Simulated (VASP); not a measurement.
A run of VASP 6.6.1 is set up as follows.

INCAR

```
PREC = Accurate ; ENCUT = 520
EDIFF = 1E-7 ; ISMEAR = 0
SIGMA = 0.05 ; LREAL = F
LASPH = T ; NELM = 80
ALGO = Normal ; ISIF = 2
LWAVE = F ; LCHARG = F
NBANDS = 10
```

File KPOINTS:

```
regular mesh
0
Gamma
  10 10 10
```

POSCAR

```
Cs
1.0
   -3.0231035336      3.0231035336      3.0231035336
    3.0231035336     -3.0231035336      3.0231035336
    3.0231035336      3.0231035336     -3.0231035336
Cs
1
Direct
    0.0000000000      0.0000000000      0.0000000000
```

Potentials or basis: VASP PAW LDA potentials, release 64 (Cs_sv).

The run is started by

```bash
$ cat potpaw_LDA.64/Cs_sv/POTCAR > POTCAR
$ mpirun -np 1 vasp_std > vasp.out
```

Task: Estimate the pressure.

Result: -0.3 GPa.
